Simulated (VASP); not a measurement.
A run of VASP 6.6.1:

POSCAR

```
S
1.0
    0.0000000000      2.9058564216      2.9058564216
    2.9058564216      0.0000000000      2.9058564216
    2.9058564216      2.9058564216      0.0000000000
S
2
Direct
    0.0000000000      0.0000000000      0.0000000000
    0.2500000000      0.2500000000      0.2500000000
```

File INCAR.step1:

```
SYSTEM = S
PREC = Accurate ; ENCUT = 520
ISMEAR = -1 ; SIGMA = 0.1
LREAL = .False. ; LASPH = .True.
NELM = 80 ; NBANDS = 13
GGA = PE ; ALGO = Normal
EDIFF = 1E-4 ; LWAVE = .True.
LCHARG = .False.
```

The input INCAR.step2:

```
SYSTEM = S
PREC = Accurate ; ENCUT = 520
EDIFF = 1E-6 ; ISMEAR = -1
SIGMA = 0.1 ; LREAL = .False.
LASPH = .True. ; NELM = 80
ALGO = Normal ; ISIF = 2
LWAVE = .False. ; LCHARG = .False.
METAGGA = R2SCAN ; LMIXTAU = .True.
NBANDS = 13 ; ISTART = 1
```

The input KPOINTS:

```
regular mesh
0
Gamma
  10 10 10
  0 0 0
```

Potentials or basis: VASP PAW PBE potentials, release 64 (S).

Launch:

```console
$ cat potpaw_PBE.64/S/POTCAR > POTCAR
$ cp INCAR.step1 INCAR
$ mpirun -np 1 vasp_std > vasp.out
$ cp INCAR.step2 INCAR
$ mpirun -np 1 vasp_std > vasp.out
```

Hardware: 1 thread of Intel(R) Xeon(R) 6975P-C (Granite Rapids), on a shared host.

Q: How long does it take, and how much memory?

A: Run time: 58 s on 1 thread of Intel(R) Xeon(R) 6975P-C (Granite Rapids), with other jobs on the host, peak memory 0.18 GiB. Counts: k points 47.
